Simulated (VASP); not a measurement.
# WSe2 in VASP: further runs, part 2 of 2

VASP 6.6.1. The steps go on from the part before.

### 3 Single point, r2SCAN

This run uses another cell than the first one, of 38.19 Å³/atom, 1.031 times its volume.

Contents of POSCAR:

```
WSe2
1.0
    3.3147188945      0.0000000000      0.0000000000
   -1.6573594472      2.8706307690      0.0000000000
    0.0000000000      0.0000000000     24.0817853218
W Se
2 4
Direct
    0.6666666667      0.3333333333      0.1423922113
    0.3333333333      0.6666666667      0.8576077887
    0.3333333333      0.6666666667      0.2113531704
    0.6666666667      0.3333333333      0.9266195386
    0.3333333333      0.6666666667      0.0733804614
    0.6666666667      0.3333333333      0.7886468296
```

Contents of INCAR.step1:

```
SYSTEM = WSe2
  PREC = Accurate
  ENCUT = 520
  ISMEAR = 0
  SIGMA = 0.02
  LREAL = .False.
  LASPH = .True.
  NELM = 100
  NBANDS = 35
  GGA = PE
  ALGO = Normal
  EDIFF = 1E-4
  LWAVE = .True.
  LCHARG = .False.
```

Contents of INCAR.step2:

```
SYSTEM = WSe2
  PREC = Accurate
  ENCUT = 520
  EDIFF = 1E-6
  ISMEAR = 0
  SIGMA = 0.02
  LREAL = .False.
  LASPH = .True.
  NELM = 100
  ALGO = Normal
  ISIF = 2
  LWAVE = .False.
  LCHARG = .False.
  METAGGA = R2SCAN
  LMIXTAU = .True.
  NBANDS = 35
  ISTART = 1
```

Contents of KPOINTS:

```
regular mesh
0
Gamma
  12 12 2
  0 0 0
```

Potentials or basis: VASP PAW PBE potentials, release 64 (W_sv, Se).

Launch:

```bash
cat potpaw_PBE.64/W_sv/POTCAR potpaw_PBE.64/Se/POTCAR > POTCAR
cp INCAR.step1 INCAR
mpirun -np 1 vasp_std > vasp.out
cp INCAR.step2 INCAR
mpirun -np 1 vasp_std > vasp.out
```

OUTCAR:

```text
SYSTEM = WSe2
   PREC = Accurate
   ENCUT = 520
   EDIFF = 1E-6
   ISMEAR = 0
   LREAL = .False.
   LASPH = .True.
   NELM = 100
   ISIF = 2
   METAGGA = R2SCAN
   ISTART = 1

 ion  position               nearest neighbor table
   1  0.667  0.333  0.142-   3 2.53   3 2.53   3 2.53   5 2.53   5 2.53   5 2.53
   2  0.333  0.667  0.858-   6 2.53   6 2.53   6 2.53   4 2.53   4 2.53   4 2.53
   3  0.333  0.667  0.211-   1 2.53   1 2.53   1 2.53
   4  0.667  0.333  0.927-   2 2.53   2 2.53   2 2.53
   5  0.333  0.667  0.073-   1 2.53   1 2.53   1 2.53
   6  0.667  0.333  0.789-   2 2.53   2 2.53   2 2.53

  LATTYP: Found a hexagonal cell.
 ALAT       =     3.3147188945
 C/A-ratio  =     7.2651063599

  Lattice vectors:

 A1 = (   3.3147188945,   0.0000000000,   0.0000000000)
 A2 = (  -1.6573594472,   2.8706307690,   0.0000000000)
 A3 = (   0.0000000000,   0.0000000000,  24.0817853218)

Analysis of symmetry for initial positions (statically):
=====================================================================
 Subroutine PRICEL returns:
 Original cell was already a primitive cell.

 Routine SETGRP: Setting up the symmetry group for a
 hexagonal supercell.

 Subroutine GETGRP returns: Found 12 space group operations
 (whereof 12 operations were pure point group operations)
 out of a pool of 24 trial point group operations.

The static configuration has the point symmetry D_3d.

Analysis of symmetry for dynamics (positions and initial velocities):
=====================================================================
 Subroutine PRICEL returns:
 Original cell was already a primitive cell.

 Routine SETGRP: Setting up the symmetry group for a
 hexagonal supercell.

 Subroutine GETGRP returns: Found 12 space group operations
 (whereof 12 operations were pure point group operations)
 out of a pool of 24 trial point group operations.

The dynamic configuration has the point symmetry D_3d.

 Subroutine INISYM returns: Found 12 space group operations
 (whereof 12 operations are pure point group operations),
 and found     1 'primitive' translations

----------------------------------------------------------------------------------------

                                     Primitive cell

  volume of cell :     229.1462

  direct lattice vectors                    reciprocal lattice vectors
     3.314718894  0.000000000  0.000000000     0.301684707  0.174177747  0.000000000
    -1.657359447  2.870630769  0.000000000     0.000000000  0.348355494  0.000000000
     0.000000000  0.000000000 24.081785322     0.000000000  0.000000000  0.041525160

  length of vectors
     3.314718894  3.314718894 24.081785322     0.348355494  0.348355494  0.041525160

  position of ions in fractional coordinates (direct lattice)
     0.666666667  0.333333333  0.142392211
     0.333333333  0.666666667  0.857607789
     0.333333333  0.666666667  0.211353170
     0.666666667  0.333333333  0.926619539
     0.333333333  0.666666667  0.073380461
     0.666666667  0.333333333  0.788646830

  ion indices of the primitive-cell ions
   primitive index   ion index
                 1           1
                 2           2
                 3           3
                 4           4
                 5           5
                 6           6

[... 25 lines left out ...]

 Following reciprocal coordinates:
            Coordinates               Weight
  0.000000  0.000000  0.000000      1.000000
  0.083333  0.000000  0.000000      6.000000
  0.166667  0.000000  0.000000      6.000000
  0.250000  0.000000  0.000000      6.000000
  0.333333  0.000000  0.000000      6.000000
  0.416667  0.000000  0.000000      6.000000
[... 16 lines left out ...]
  0.250000  0.000000  0.500000      6.000000
  0.333333  0.000000  0.500000      6.000000
 [... further k-points ...]
   k-points           NKPTS =     38   k-points in BZ     NKDIM =     38   number of bands    NBANDS=     35
   number of dos      NEDOS =    301   number of ions     NIONS =      6
   total plane-waves  NPLWV = 141120
   dimension x,y,z NGX =    28 NGY =   28 NGZ =  180
   dimension x,y,z NGXF=    56 NGYF=   56 NGZF=  360
   ions per type =               2   4
   NGX,Y,Z   is equivalent  to a cutoff of  14.04, 14.04, 12.43 a.u.
   NGXF,Y,Z  is equivalent  to a cutoff of  28.09, 28.09, 24.85 a.u.
 SYSTEM =  WSe2
   PREC   = accura    normal or accurate (medium, high low for compatibility)
   ISTART =      1    job   : 0-new  1-cont  2-samecut
   ICHARG =      0    charge: 1-file 2-atom 10-const
   ISPIN  =      1    spin polarized calculation?
   LNONCOLLINEAR =      F non collinear calculations
   LSORBIT =      F    spin-orbit coupling
   LASPH  =      T    aspherical Exc in radial PAW
   ENCUT  =  520.0 eV  38.22 Ry    6.18 a.u.   6.16  6.16 44.78*2*pi/ulx,y,z
   NELM   =    100;   NELMIN=  2; NELMDL=  0     # of ELM steps
   EDIFF  = 0.1E-05   stopping-criterion for ELM
   LREAL  =      F    real-space projection
   EDIFFG = 0.1E-04   stopping-criterion for IOM
   NSW    =      0    number of steps for IOM
   IBRION =     -1    ionic relax: 0-MD 1-quasi-New 2-CG
   NFREE  =      0    steps in history (QN), initial steepest desc. (CG)
   ISIF   =      2    stress and relaxation
   ISYM   =      2    0-nonsym 1-usesym 2-fastsym
   POTIM  = 0.5000    time-step for ionic-motion
   TEBEG  =    0.0;   TEEND  =   0.0 temperature during run
   PSTRESS=    0.0 pullay stress
   NELECT =      52.0000    total number of electrons
   NUPDOWN=      -1.0000    fix difference up-down
   EMIN   =  10.00;   EMAX   =-10.00  energy-range for DOS
   EFERMI =   0.00;   METHOD = LEGACY
   ISMEAR =     0;   SIGMA  =   0.02  broadening in eV -4-tet -1-fermi 0-gaus
   EFERMI_NEDOS =   21; number of points for ismear=-14 and -15
   IALGO  =     38    algorithm
   IMIX   =      4    mixing-type and parameters
     AMIX     =   0.40;   BMIX     =  1.00
     AMIX_MAG =   1.60;   BMIX_MAG =  1.00
  volume/ion in A,a.u.               =      38.19       257.73
  Fermi-wavevector in a.u.,A,eV,Ry     =   0.998554  1.886994 13.566516  0.997111
  Thomas-Fermi vector in A             =   2.130786
   LORBIT       =      0    0 simple, 1 ext, 2 COOP (PROOUT), +10 PAW based schemes
   METAGGA = R2SCAN    functional components
   LHFCALC =     F    Hartree Fock is set to
   AEXX    =    0.0000 exact exchange contribution
   IVDW    =     0    specifies the selected vdW correction
   LEPSILON=     F    determine dielectric tensor
   LRPA    =     F    only Hartree local field effects (RPA)
 non-spin polarized calculation
 Gauss-broadening in eV      SIGMA  =   0.02
  energy-cutoff  :      520.00
  volume of cell :      229.15
 maximum number of plane-waves:      6204
 NGX is ok and might be reduce to    28
   NGX = 13   NGY = 13   NGZ = 89

 number of electron      52.0000000 magnetization

 Free energy of the ion-electron system (eV)
  ---------------------------------------------------
  ext. energy  EPLUGINS =         0.00000000
  ---------------------------------------------------
  free energy    TOTEN  =      -163.54775641 eV

  energy without entropy =     -163.54775641  energy(sigma->0) =     -163.54775641

 E-fermi :   0.7643     XC(G=0):  -6.4405

 val. band max:        0.6004362849   @ k =   0.0000   0.0000   0.0000
 cond. band min:       2.1933166494   @ k =   0.3333   0.3333   0.5000
 fundamental gap:      1.5928803644
 Fermi energy:         0.7642773567

 k-point     1 :       0.0000    0.0000    0.0000
  band No.  band energies     occupation
      1     -75.4524      2.00000
      2     -75.4524      2.00000
      3     -39.0305      2.00000
      4     -39.0305      2.00000
      5     -38.9281      2.00000
      6     -38.9281      2.00000
[... 901 lines left out ...]
     34       5.0379      0.00000
     35       6.8934      0.00000

 [... further k-points ...]
[... 5 lines left out ...]
  --------------------------------------------------------------------------------------
  -------------------------------------------------------------------------------------
  Total        0.2348521      0.2348521      0.2688402      0.0000000      0.0000000      0.0000000
  in kB        1.6420728      1.6420728      1.8797154      0.0000000      0.0000000      0.0000000
  external PRESSURE =       1.7212870 kB  Pullay stress =       0.0000000 kB

 VOLUME and BASIS-vectors are now :
 -----------------------------------------------------------------------------
  energy-cutoff  :      520.00
  volume of cell :      229.15
      direct lattice vectors                 reciprocal lattice vectors
     3.314718894  0.000000000  0.000000000     0.301684707  0.174177747  0.000000000
    -1.657359447  2.870630769  0.000000000     0.000000000  0.348355494  0.000000000
     0.000000000  0.000000000 24.081785322     0.000000000  0.000000000  0.041525160

 POSITION                                       TOTAL-FORCE (eV/Angst)
 -----------------------------------------------------------------------------------
      1.65736      0.95688      3.42906        -0.000000      0.000000     -0.000039
     -0.00000      1.91375     20.65273        -0.000000     -0.000000      0.000039
     -0.00000      1.91375      5.08976        -0.000000     -0.000000      0.044036
      1.65736      0.95688     22.31465        -0.000000      0.000000      0.044363
     -0.00000      1.91375      1.76713         0.000000     -0.000000     -0.044363
      1.65736      0.95688     18.99202         0.000000      0.000000     -0.044036
 -----------------------------------------------------------------------------------
    total drift:                               -0.000000      0.000000     -0.000000

  FREE ENERGIE OF THE ION-ELECTRON SYSTEM (eV)
  ---------------------------------------------------
  free  energy   TOTEN  =      -163.5477564104 eV

  energy  without entropy=     -163.5477564104  energy(sigma->0) =     -163.54775641
```

Wall time 13 min (1 thread of Intel Xeon 6975P-C (Granite Rapids), shared host); peak memory 0.54 GiB.

What came out:

| Quantity | Value |
| --- | --- |
| Free energy | -163.5478 eV |
| Largest force | 0.044 eV/Å |
| Band gap on the k mesh | 1.59 eV, indirect (least direct gap 1.61 eV) |

Forces on the atoms (eV/Å):
```
W    0.000  0.000  0.000
W    0.000  0.000  0.000
Se   0.000  0.000  0.044
Se   0.000  0.000  0.044
Se   0.000  0.000 -0.044
Se   0.000  0.000 -0.044
```

Levels at points of the mesh, in eV from the valence-band top:
```tsv
k point	band 24	band 25	band 26	band 27	band 28	band 29
(0.00, 0.00, 0.00)	-1.43	-0.45	0.00	3.03	3.03	3.04
(0.50, 0.00, 0.00)	-1.12	-1.10	-1.06	2.45	2.46	2.80
(0.00, 0.00, 0.50)	-1.43	-0.45	0.00	3.03	3.03	3.04
(0.50, 0.00, 0.50)	-1.12	-1.10	-1.06	2.45	2.46	2.80
```

Caveat: the PAW data sets were made with another functional, which shifts forces and pressure a little; spin-orbit coupling is left out, which moves the levels of the heavy elements.

### 4 Single point, r2SCAN

This run uses another cell than the first one, of 38.19 Å³/atom, 1.031 times its volume.

POSCAR is that of step 3.

Contents of INCAR.step1:

```
PREC = Accurate ; ENCUT = 520
ISMEAR = 0 ; SIGMA = 0.05
LREAL = False ; LASPH = True
NELM = 80 ; NBANDS = 35
GGA = PE ; ALGO = Normal
EDIFF = 1E-4 ; LWAVE = True
LCHARG = False
```

Contents of INCAR.step2:

```
PREC = Accurate ; ENCUT = 520
EDIFF = 1E-6 ; ISMEAR = 0
SIGMA = 0.05 ; LREAL = False
LASPH = True ; NELM = 80
ALGO = Normal ; ISIF = 2
LWAVE = False ; LCHARG = True
METAGGA = R2SCAN ; LMIXTAU = True
LELF = True ; LVHAR = True
NBANDS = 35 ; ISTART = 1
```

Contents of KPOINTS:

```
Automatic mesh
0
Gamma
  12 12 2
```

Launch:

```bash
cat potpaw_PBE.64/W_sv/POTCAR potpaw_PBE.64/Se/POTCAR > POTCAR
cp INCAR.step1 INCAR
mpirun -np 1 vasp_std > vasp.out
cp INCAR.step2 INCAR
mpirun -np 1 vasp_std > vasp.out
```

It took 13 min on 1 thread of Intel Xeon 6975P-C (Granite Rapids), shared host; peak memory 0.54 GiB.

Results (log left out):

| Quantity | Value |
| --- | --- |
| Free energy | -163.5478 eV |
| Largest force | 0.044 eV/Å |
| Band gap on the k mesh | 1.59 eV, indirect (least direct gap 1.61 eV) |

Forces on the atoms (eV/Å):
```
W    0.000  0.000  0.000
W    0.000  0.000  0.000
Se   0.000  0.000  0.044
Se   0.000  0.000  0.044
Se   0.000  0.000 -0.044
Se   0.000  0.000 -0.044
```

Levels at points of the mesh, in eV from the valence-band top:
```csv
k point,band 24,band 25,band 26,band 27,band 28,band 29
"(0.00, 0.00, 0.00)",-1.43,-0.45,0.00,3.03,3.03,3.04
"(0.50, 0.00, 0.00)",-1.12,-1.10,-1.06,2.45,2.46,2.80
"(0.00, 0.00, 0.50)",-1.43,-0.45,0.00,3.03,3.03,3.04
"(0.50, 0.00, 0.50)",-1.12,-1.10,-1.06,2.45,2.46,2.80
```

Caveat: the PAW data sets were made with another functional, which shifts forces and pressure a little; spin-orbit coupling is left out, which moves the levels of the heavy elements.

### 5 Summary

```csv
cell,smearing,gap on the mesh (eV),largest force (eV/Å)
"a = 3.314, b = 3.314, c = 23.367 Å, angles 90.0, 90.0, 120.0°, 6 atoms",gaussian 0.02 eV,1.60,0.04
"a = 3.315, b = 3.315, c = 24.082 Å, angles 90.0, 90.0, 120.0°, 6 atoms",gaussian 0.02 eV,1.59,0.04
"a = 3.315, b = 3.315, c = 24.082 Å, angles 90.0, 90.0, 120.0°, 6 atoms",gaussian 0.05 eV,1.59,0.04
```

Alike in all rows: task single point; level r2SCAN; potentials or basis VASP PAW PBE potentials, release 64 (W_sv, Se); no spin polarisation; k mesh 12 × 12 × 2; cutoff (eV) 520.

Caveats: the PAW data sets were made with another functional, which shifts forces and pressure a little; spin-orbit coupling is left out, which moves the levels of the heavy elements.

Total energies depend on the potentials used, so only differences within one code and one set of settings carry meaning.
